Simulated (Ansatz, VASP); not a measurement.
TaGe3Pd2: VASP beside Ansatz

```xyz
6
Lattice="3.1692 0.0000 0.0000 0.0000 3.1692 0.0000 0.0000 0.0000 9.7138" Properties=species:S:1:pos:R:3 pbc="T T T"
Ta    0.0000    0.0000    0.0000
Ge    1.5846    1.5846    1.7653
Ge    1.5846    1.5846    4.8569
Ge    1.5846    1.5846    7.9485
Pd    0.0000    0.0000    3.2957
Pd    0.0000    0.0000    6.4181
```

Change from the starting cell: species swapped into the Mg3HgAu2 type (P4/mmm, No. 123).

Alike in both runs: task relaxation of cell and atoms; functional PBE; k mesh 6 × 6 × 2; occupations gaussian, width 0.1 eV; no spin polarisation.

|  | VASP | Ansatz |
| --- | --- | --- |
| version | VASP 6.6.1 | Ansatz 0.2.0 |
| potentials or method | VASP PAW PBE potentials, release 64 (Ta_pv, Ge_d, Pd), cutoff 600 eV | scalar-relativistic, plane waves, PAW |
| valence electrons in the cell | 73 | 91 |

|  | VASP | Ansatz | Ansatz less VASP |
| --- | --- | --- | --- |
| gap on the k mesh at the Fermi level, each at its own relaxed structure (eV) | none | none | - |
| relaxed volume (Å³/atom) | 16.37 | 16.29 | -0.083 |
| relaxed length of the cell vector where the two differ most in proportion (Å) | 10.404 | 10.095 | -0.3088 |

A gap of «none» marks a metal or a gap that the smearing closes. VASP's potentials hold 73 valence electrons a cell and Ansatz's 91, so a difference there can come from the potentials and not from the codes.

Neither program's run includes spin-orbit coupling.
